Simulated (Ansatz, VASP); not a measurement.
# One calculation of Mg3Se, two programs

```
CELL_PARAMETERS angstrom
4.47122 0.00000 0.00000
0.00000 4.47122 0.00000
0.00000 0.00000 4.47122
ATOMIC_POSITIONS crystal
Mg 0.00000 0.50000 0.50000
Mg 0.50000 0.00000 0.50000
Mg 0.50000 0.50000 0.00000
Se 0.00000 0.00000 0.00000
```

Alike in both runs: functional PBE; k mesh 4 × 4 × 4; occupations gaussian, width 0.1 eV; no spin polarisation.

Ansatz relaxed the structure, and its values are those at the end. VASP's run is a single point on that final structure, the one shown.

|  | VASP | Ansatz |
| --- | --- | --- |
| version | VASP 6.6.1 | Ansatz 0.2.0 |
| potentials or method | VASP PAW PBE potentials, release 64 (Mg, Se), cutoff 520 eV | scalar-relativistic, plane waves, PAW |
| valence electrons in the cell | 12 | 46 |

VASP gave:

```
gap on the k mesh at the Fermi level (eV) : none
pressure (GPa)                            : -0.5
```

Task: Which values does Ansatz return?

Result: gap on the k mesh at the Fermi level (eV): none; pressure (GPa): -0.3.

A gap of «none» marks a metal or a gap that the smearing closes. VASP's potentials hold 12 valence electrons a cell and Ansatz's 46, so a difference there can come from the potentials and not from the codes.
